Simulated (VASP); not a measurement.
A run of VASP 6.6.1 is set up as follows.

File POSCAR:

```
SiC
1.0
    3.0900000000      0.0000000000      0.0000000000
   -1.5450000000      2.6760184977      0.0000000000
    0.0000000000      0.0000000000     14.0000000000
Si C
1 1
Direct
    0.3333330000      0.6666670000      0.5000000000
    0.6666670000      0.3333330000      0.5000000000
```

Contents of INCAR.step1:

```
SYSTEM = SiC
ALGO     = Normal         ! electronic algorithm
DIPOL    = 0.5 0.5 0.500
EDIFF    = 1E-5           ! SCF threshold, eV
ENCUT    = 580            ! plane-wave cutoff, eV
GGA      = PE             ! functional
GGA_COMPAT= .FALSE.      
IDIPOL   = 3            
ISMEAR   = 0              ! smearing method
LASPH    = .TRUE.         ! aspherical terms in the spheres
LCHARG   = .FALSE.        ! write CHGCAR
LDIPOL   = .TRUE.       
LREAL    = .FALSE.        ! projectors in reciprocal space
LWAVE    = .TRUE.         ! write WAVECAR
NBANDS   = 11             ! bands
NELM     = 120            ! most SCF steps
NELMDL   = -8           
PREC     = Accurate       ! precision mode
SIGMA    = 0.03           ! smearing width, eV
```

File INCAR.step2:

```
SYSTEM = SiC
ALGO     = Normal         ! electronic algorithm
DIPOL    = 0.5 0.5 0.500
EDIFF    = 1E-6           ! SCF threshold, eV
ENCUT    = 580            ! plane-wave cutoff, eV
GGA_COMPAT= .FALSE.      
IDIPOL   = 3            
ISIF     = 2              ! what is computed and relaxed
ISMEAR   = 0              ! smearing method
ISTART   = 1            
LASPH    = .TRUE.         ! aspherical terms in the spheres
LCHARG   = .FALSE.        ! write CHGCAR
LDIPOL   = .TRUE.       
LMIXTAU  = .TRUE.       
LREAL    = .FALSE.        ! projectors in reciprocal space
LWAVE    = .FALSE.        ! write WAVECAR
METAGGA  = R2SCAN         ! meta-GGA
NBANDS   = 11             ! bands
NELM     = 120            ! most SCF steps
PREC     = Accurate       ! precision mode
SIGMA    = 0.03           ! smearing width, eV
```

Contents of KPOINTS:

```
k-points
0
G
  12 12 1
  0 0 0
```

Potentials or basis: VASP PAW PBE potentials, release 64 (Si, C).

Run with:

```sh
$ cat potpaw_PBE.64/Si/POTCAR potpaw_PBE.64/C/POTCAR > POTCAR
$ cp INCAR.step1 INCAR
$ mpirun -np 1 vasp_std > vasp.out
$ cp INCAR.step2 INCAR
$ mpirun -np 1 vasp_std > vasp.out
```

Problem. Estimate the band gap on the k mesh.

Solution. 2.84 eV (least direct gap 2.86 eV).
